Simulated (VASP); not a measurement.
# Ce3GaI3 (Pm-3m) in VASP: settings compared, part 2 of 2

VASP 6.6.1. The steps go on from the part before.

**3. Single point, r2SCAN**

File POSCAR:

```
Ce3GaI3
1.0
    6.3973890000      0.0000000000      0.0000000000
    0.0000000000      6.3973890000      0.0000000000
    0.0000000000      0.0000000000      6.3973890000
Ce Ga I
3 1 3
Direct
    0.5000000000      0.5000000000      0.0000000000
    0.0000000000      0.5000000000      0.5000000000
    0.5000000000      0.0000000000      0.5000000000
    0.5000000000      0.5000000000      0.5000000000
    0.5000000000      0.0000000000      0.0000000000
    0.0000000000      0.5000000000      0.0000000000
    0.0000000000      0.0000000000      0.5000000000
```

File INCAR.step1:

```
  PREC = Accurate
  ENCUT = 520
  ISMEAR = 0
  SIGMA = 0.0481
  LREAL = F
  LASPH = T
  NELM = 100
  NBANDS = 44
  GGA = PE
  ALGO = Normal
  EDIFF = 1E-4
  LWAVE = T
  LCHARG = F
```

File INCAR.step2:

```
  PREC = Accurate
  ENCUT = 520
  EDIFF = 1E-6
  ISMEAR = 0
  SIGMA = 0.0481
  LREAL = F
  LASPH = T
  NELM = 100
  ALGO = Normal
  ISIF = 2
  LWAVE = F
  LCHARG = F
  METAGGA = R2SCAN
  LMIXTAU = T
  NBANDS = 44
  ISTART = 1
```

File KPOINTS:

```
regular mesh
0
Gamma
  3 3 3
```

Potentials or basis: VASP PAW PBE potentials, release 64 (Ce, Ga_d, I).

On the command line:

```sh
$ cat potpaw_PBE.64/Ce/POTCAR potpaw_PBE.64/Ga_d/POTCAR potpaw_PBE.64/I/POTCAR > POTCAR
$ cp INCAR.step1 INCAR
$ mpirun -np 1 vasp_std > vasp.out
$ cp INCAR.step2 INCAR
$ mpirun -np 1 vasp_std > vasp.out
```

OUTCAR:

```text
PREC = Accurate
   ENCUT = 520
   EDIFF = 1E-6
   ISMEAR = 0
   LREAL = F
   LASPH = T
   NELM = 100
   ISIF = 2
   METAGGA = R2SCAN
   ISTART = 1

 ion  position               nearest neighbor table
   1  0.500  0.500  0.000-   5 3.20   6 3.20   5 3.20   6 3.20
   2  0.000  0.500  0.500-   6 3.20   7 3.20   6 3.20   7 3.20
   3  0.500  0.000  0.500-   5 3.20   7 3.20   5 3.20   7 3.20
   4  0.500  0.500  0.500-
   5  0.500  0.000  0.000-   1 3.20   3 3.20   3 3.20   1 3.20
   6  0.000  0.500  0.000-   1 3.20   2 3.20   2 3.20   1 3.20
   7  0.000  0.000  0.500-   2 3.20   3 3.20   2 3.20   3 3.20
[... 375 lines left out ...]
  Total       -3.8747178     -3.8747178     -3.8747178      0.0000000      0.0000000     -0.0000000
  in kB      -23.7105914    -23.7105914    -23.7105914      0.0000000      0.0000000     -0.0000000
  external PRESSURE =     -23.7105914 kB  Pullay stress =       0.0000000 kB

 VOLUME and BASIS-vectors are now :
 -----------------------------------------------------------------------------
  energy-cutoff  :      520.00
  volume of cell :      261.82
      direct lattice vectors                 reciprocal lattice vectors
     6.397389000  0.000000000  0.000000000     0.156313771  0.000000000  0.000000000
     0.000000000  6.397389000  0.000000000     0.000000000  0.156313771  0.000000000
     0.000000000  0.000000000  6.397389000     0.000000000  0.000000000  0.156313771

 POSITION                                       TOTAL-FORCE (eV/Angst)
 -----------------------------------------------------------------------------------
      3.19869      3.19869      0.00000         0.000000      0.000000      0.000000
      0.00000      3.19869      3.19869         0.000000      0.000000      0.000000
      3.19869      0.00000      3.19869         0.000000      0.000000      0.000000
      3.19869      3.19869      3.19869         0.000000      0.000000      0.000000
      3.19869      0.00000      0.00000         0.000000      0.000000      0.000000
      0.00000      3.19869      0.00000         0.000000      0.000000      0.000000
      0.00000      0.00000      3.19869         0.000000      0.000000      0.000000
 -----------------------------------------------------------------------------------
    total drift:                                0.000000     -0.000000     -0.000000

  FREE ENERGIE OF THE ION-ELECTRON SYSTEM (eV)
  ---------------------------------------------------
  free  energy   TOTEN  =      -184.1770119603 eV

  energy  without entropy=     -184.1360608645  energy(sigma->0) =     -184.15653641
```

OSZICAR.step1:

```text
N       E                     dE             d eps       ncg     rms          rms(c)
DAV:   1     0.742110168621E+03    0.74211E+03   -0.28273E+04   360   0.174E+03
DAV:   2     0.166449792930E+03   -0.57566E+03   -0.55040E+03   460   0.380E+02
DAV:   3    -0.157769835931E+02   -0.18223E+03   -0.17893E+03   468   0.198E+02
DAV:   4    -0.308841887174E+02   -0.15107E+02   -0.14836E+02   528   0.654E+01
DAV:   5    -0.321592902538E+02   -0.12751E+01   -0.12609E+01   632   0.166E+01    0.760E+00
DAV:   6    -0.312888957451E+02    0.87039E+00   -0.10361E+01   624   0.118E+01    0.646E+00
DAV:   7    -0.311092286430E+02    0.17967E+00   -0.59553E+00   580   0.787E+00    0.371E+00
DAV:   8    -0.310729151299E+02    0.36314E-01   -0.38283E+00   592   0.679E+00    0.320E+00
DAV:   9    -0.309261160792E+02    0.14680E+00   -0.73641E-01   580   0.314E+00    0.120E+00
DAV:  10    -0.309617320651E+02   -0.35616E-01   -0.54767E-01   648   0.153E+00    0.226E+00
DAV:  11    -0.309296242431E+02    0.32108E-01   -0.31885E-01   640   0.127E+00    0.360E-01
DAV:  12    -0.309311170754E+02   -0.14928E-02   -0.49895E-02   656   0.504E-01    0.484E-01
DAV:  13    -0.309367758073E+02   -0.56587E-02   -0.86627E-02   632   0.591E-01    0.939E-01
DAV:  14    -0.309294159872E+02    0.73598E-02   -0.45068E-02   592   0.437E-01    0.149E-01
DAV:  15    -0.309294912240E+02   -0.75237E-04   -0.43120E-03   480   0.187E-01    0.114E-01
DAV:  16    -0.309293996281E+02    0.91596E-04   -0.12054E-03   360   0.102E-01    0.428E-02
DAV:  17    -0.309294276773E+02   -0.28049E-04   -0.27090E-04   320   0.595E-02
   1 F= -.30929428E+02 E0= -.30893458E+02  d E =-.719396E-01
```

Run time: 25 min. Hardware: 1 thread of Intel Xeon 8259CL, shared host; peak memory 0.39 GiB.

What came out:

| Quantity | Value |
| --- | --- |
| Free energy | -184.1770 eV |
| Pressure | -2.4 GPa |
| Band gap on the k mesh | zero (bands 35 and 36 overlap by 0.16 eV) |

Levels at points of the mesh, in eV from the Fermi level:
```csv
k point,band 33,band 34,band 35,band 36,band 37,band 38
"(0.00, 0.00, 0.00)",-0.83,-0.16,-0.16,-0.16,0.01,0.17
```

Caveat: the PAW data sets were made with another functional, which shifts forces and pressure a little; spin-orbit coupling is left out, which moves the levels of the heavy elements; the run has no spin polarisation, though such a crystal can be magnetic; semilocal functionals describe open f shells poorly, which spoils levels, moments and volumes.

**4. Single point, r2SCAN**

POSCAR is that of step 3.

File INCAR.step1:

```
PREC = Accurate ; ENCUT = 520
ISMEAR = 0 ; SIGMA = 0.0481
LREAL = F ; LASPH = T
NELM = 100 ; NBANDS = 44
GGA = PE ; ALGO = Normal
EDIFF = 1E-4 ; LWAVE = T
LCHARG = F
```

File INCAR.step2:

```
PREC = Accurate ; ENCUT = 520
EDIFF = 1E-6 ; ISMEAR = 0
SIGMA = 0.0481 ; LREAL = F
LASPH = T ; NELM = 100
ALGO = Normal ; ISIF = 2
LWAVE = F ; LCHARG = F
METAGGA = R2SCAN ; LMIXTAU = T
NBANDS = 44 ; ISTART = 1
```

File KPOINTS:

```
Automatic mesh
0
Gamma
  3 3 3
  0.5 0.5 0.5
```

On the command line:

```sh
$ cat potpaw_PBE.64/Ce/POTCAR potpaw_PBE.64/Ga_d/POTCAR potpaw_PBE.64/I/POTCAR > POTCAR
$ cp INCAR.step1 INCAR
$ mpirun -np 1 vasp_std > vasp.out
$ cp INCAR.step2 INCAR
$ mpirun -np 1 vasp_std > vasp.out
```

It took 24 min on 1 thread of Intel Xeon 8259CL, shared host; peak memory 0.4 GiB.

The run converged. Its results:

| Quantity | Value |
| --- | --- |
| Free energy | -184.1394 eV |
| Pressure | -2.6 GPa |
| Band gap on the k mesh | zero (bands 35 and 36 overlap by 0.01 eV) |

Levels at points of the mesh, in eV from the Fermi level:
| k point | band 32 | band 33 | band 34 | band 35 | band 36 | band 37 | band 38 | band 39 |
| --- | --- | --- | --- | --- | --- | --- | --- | --- |
| (0.50, 0.50, 0.50) | -1.47 | -1.47 | -0.03 | -0.03 | -0.03 | 0.08 | 0.08 | 0.08 |

Caveat: the PAW data sets were made with another functional, which shifts forces and pressure a little; spin-orbit coupling is left out, which moves the levels of the heavy elements; the run has no spin polarisation, though such a crystal can be magnetic; semilocal functionals describe open f shells poorly, which spoils levels, moments and volumes.

**5. Single point, r2SCAN+U**

POSCAR is that of step 4.

File INCAR.step1:

```
ALGO     = Normal         # electronic algorithm
EDIFF    = 1E-4           # SCF threshold, eV
ENCUT    = 520            # plane-wave cutoff, eV
GGA      = PE             # functional
ISMEAR   = 0              # smearing method
LASPH    = True           # aspherical terms in the spheres
LCHARG   = False          # write CHGCAR
LDAU     = True           # DFT+U
LDAUJ    = 0 0 0        
LDAUL    = 3 -1 -1        # shell
LDAUTYPE = 2            
LDAUU    = 2 0 0          # U, eV
LMAXMIX  = 6              # l up to which the mixer works
LREAL    = False          # projectors in reciprocal space
LWAVE    = True           # write WAVECAR
NBANDS   = 44             # bands
NELM     = 150            # most SCF steps
PREC     = Accurate       # precision mode
SIGMA    = 0.0481         # smearing width, eV
```

File INCAR.step2:

```
ALGO     = Normal         # electronic algorithm
EDIFF    = 1E-7           # SCF threshold, eV
ENCUT    = 520            # plane-wave cutoff, eV
ISIF     = 2              # what is computed and relaxed
ISMEAR   = 0              # smearing method
ISTART   = 1            
LASPH    = True           # aspherical terms in the spheres
LCHARG   = False          # write CHGCAR
LDAU     = True           # DFT+U
LDAUJ    = 0 0 0        
LDAUL    = 3 -1 -1        # shell
LDAUPRINT= 1            
LDAUTYPE = 2            
LDAUU    = 2 0 0          # U, eV
LMAXMIX  = 6              # l up to which the mixer works
LMIXTAU  = True         
LREAL    = False          # projectors in reciprocal space
LWAVE    = False          # write WAVECAR
METAGGA  = R2SCAN         # meta-GGA
NBANDS   = 44             # bands
NELM     = 150            # most SCF steps
PREC     = Accurate       # precision mode
SIGMA    = 0.0481         # smearing width, eV
```

File KPOINTS:

```
k-points
0
Gamma
  3 3 3
```

On the command line:

```sh
$ cat potpaw_PBE.64/Ce/POTCAR potpaw_PBE.64/Ga_d/POTCAR potpaw_PBE.64/I/POTCAR > POTCAR
$ cp INCAR.step1 INCAR
$ mpirun -np 1 vasp_std > vasp.out
$ cp INCAR.step2 INCAR
$ mpirun -np 1 vasp_std > vasp.out
```

Wall time 22 min (1 thread of Intel Xeon 8259CL, shared host); peak memory 0.39 GiB.

The run converged. Its results:

- Free energy: -181.6007 eV
- Pressure: -2.5 GPa
- Band gap on the k mesh: zero (bands 35 and 36 overlap by 0.17 eV)

Levels at points of the mesh, in eV from the Fermi level:
| k point | band 34 | band 35 | band 36 | band 37 | band 38 | band 39 |
| --- | --- | --- | --- | --- | --- | --- |
| (0.00, 0.00, 0.00) | -0.18 | -0.18 | -0.18 | 0.19 | 0.19 | 0.19 |

Eigenvalues of the final occupation matrices:
```
    site  spin  trace                         eigenvalues
site 1 f     1   0.52  0.01 0.01 0.01 0.01 0.01 0.24 0.24
site 1 f     2   0.52  0.01 0.01 0.01 0.01 0.01 0.24 0.24
site 2 f     1   0.52  0.01 0.01 0.01 0.01 0.01 0.24 0.24
site 2 f     2   0.52  0.01 0.01 0.01 0.01 0.01 0.24 0.24
site 3 f     1   0.52  0.01 0.01 0.01 0.01 0.01 0.24 0.24
site 3 f     2   0.52  0.01 0.01 0.01 0.01 0.01 0.24 0.24
```

Caveat: the PAW data sets were made with another functional, which shifts forces and pressure a little; spin-orbit coupling is left out, which moves the levels of the heavy elements; the run has no spin polarisation, though such a crystal can be magnetic; U without spin polarisation on a metal has little footing.

**6. Overview**

```tsv
level	U	k mesh	gap on the mesh (eV)	pressure (GPa)
revPBE	-	3 × 3 × 3	none	-1.2
r2SCAN	-	3 × 3 × 3	none	-2.4
r2SCAN	-	3 × 3 × 3, shifted	none	-2.6
r2SCAN+U	Ce f U = 2.0 eV	3 × 3 × 3	none	-2.5
```

Alike in all rows: task single point; potentials or basis VASP PAW PBE potentials, release 64 (Ce, Ga_d, I); no spin polarisation; cell as given; cutoff (eV) 520; smearing gaussian 0.0481 eV.

The pressure there spans -2.6 GPa (r2SCAN) to -1.2 GPa (revPBE); a positive pressure means that this level wants a larger cell, a negative one a smaller.

Caveats: the PAW data sets were made with another functional, which shifts forces and pressure a little; spin-orbit coupling is left out, which moves the levels of the heavy elements; the run has no spin polarisation, though such a crystal can be magnetic; semilocal functionals describe open f shells poorly, which spoils levels, moments and volumes (at least some runs); U without spin polarisation on a metal has little footing (at least some runs).

Total energies depend on the potentials used, so only differences within one code and one set of settings carry meaning.
